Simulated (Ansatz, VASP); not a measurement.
**BN: VASP beside Ansatz**

```xyz
4
Lattice="2.5025 0.0000 0.0000 -1.2512 2.1672 0.0000 0.0000 0.0000 4.2103" Properties=species:S:1:pos:R:3 pbc="T T T"
B     0.0000    1.4448    0.0003
B     1.2512    0.7224    2.1055
N     0.0000    1.4448    1.5743
N     1.2512    0.7224    3.6795
```

Change from the starting cell: strained cell.

Alike in both runs: functional PBEsol; k mesh 9 × 9 × 6; occupations gaussian, width 0.02 eV; no spin polarisation.

Ansatz relaxed the structure, and its values are those at the end. VASP's run is a single point on that final structure, the one shown.

|  | VASP | Ansatz |
| --- | --- | --- |
| version | VASP 6.6.1 | Ansatz 0.2.0 |
| potentials or method | VASP PAW PBE potentials, release 64 (B_h, N_h), cutoff 1330 eV | scalar-relativistic, plane waves, PAW |
| valence electrons in the cell | 16 | 16 |

Ansatz gave:

- gap on the k mesh at the Fermi level (eV): 4.80
- least direct gap on the mesh (eV): 8.17
- pressure (GPa): 11.6

Question: Which values does VASP return?

Answer: gap on the k mesh at the Fermi level (eV): 4.80; least direct gap on the mesh (eV): 8.18; pressure (GPa): 11.8.

VASP's potentials were made for PBE, not for PBEsol, and Ansatz warns of the same on its side. Ansatz's warnings: stress scf threshold loose.
